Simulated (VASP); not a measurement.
A run of VASP 6.6.1 is set up as follows.

The input INCAR:

```
PREC = Accurate
ENCUT = 520
EDIFF = 1E-6
ISMEAR = 0
SIGMA = 0.1
LREAL = F
LASPH = T
NELM = 100
ALGO = Fast
ISIF = 2
LWAVE = F
LCHARG = F
GGA = PE
NBANDS = 22
```

File KPOINTS:

```
regular mesh
0
Gamma
  12 12 12
```

POSCAR

```
Cs2Au
1.0
    6.3817368719      0.0000000000      0.0000000000
   -3.1908684359      5.5267462514      0.0000000000
    0.0000000000      0.0000000000      4.2844914091
Cs Au
2 1
Direct
    0.3333333333      0.6666666667      0.5000000000
    0.6666666667      0.3333333333      0.5000000000
    0.0000000000      0.0000000000      0.0000000000
```

Potentials or basis: VASP PAW PBE potentials, release 64 (Cs_sv, Au).

The run is started by

```console
$ cat potpaw_PBE.64/Cs_sv/POTCAR potpaw_PBE.64/Au/POTCAR > POTCAR
$ mpirun -np 1 vasp_std > vasp.out
```

Question: What does it give for the pressure?

Answer: 0.0 GPa.
